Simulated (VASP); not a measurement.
Input of a VASP 6.6.1 run:

File INCAR:

```
  PREC = Accurate
  ENCUT = 600
  EDIFF = 1E-6
  ISMEAR = -1
  SIGMA = 0.02
  LREAL = False
  LASPH = True
  NELM = 80
  ALGO = Normal
  ISIF = 3
  LWAVE = False
  LCHARG = False
  GGA = CA
  IBRION = 2
  NSW = 80
  EDIFFG = -0.005
```

The input KPOINTS:

```
Automatic mesh
0
Gamma
  6 6 6
```

POSCAR

```
CdS
1.0
    0.0000000000      2.9632110667      2.9632110667
    2.9632110667      0.0000000000      2.9632110667
    2.9632110667      2.9632110667      0.0000000000
Cd S
1 1
Direct
    0.0000000000      0.0000000000      0.0000000000
    0.2500000000      0.2500000000      0.2500000000
```

Potentials or basis: VASP PAW LDA potentials, release 64 (Cd, S).

Launch:

```console
$ cat potpaw_LDA.64/Cd/POTCAR potpaw_LDA.64/S/POTCAR > POTCAR
$ mpirun -np 1 vasp_std > vasp.out
```

Estimate the space group after relaxing (to 0.05 Å).

F-43m (No. 216).

Estimate the relaxed cell.

a = 4.081 Å, b = 4.081 Å, c = 4.081 Å, α = 60.00°, β = 60.00°, γ = 60.00°.

Predict the band gap on the k mesh.

0.96 eV, direct.

The path:
```tsv
step	energy change (eV)	largest force (eV/Å)	pressure (GPa)	volume (Å³)
1	0.0000	0.0000	-4.49	52.04
2	-0.0520	0.0000	2.05	46.73
3	-0.0602	0.0000	-0.03	48.06
4	-0.0602	0.0000	0.13	47.98
5	-0.0602	0.0000	-0.06	48.10
6	-0.0602	0.0000	0.01	48.06
```

LDA gaps usually lie below the measured ones, often by a third to a half. LDA usually gives volumes a few per cent too small.
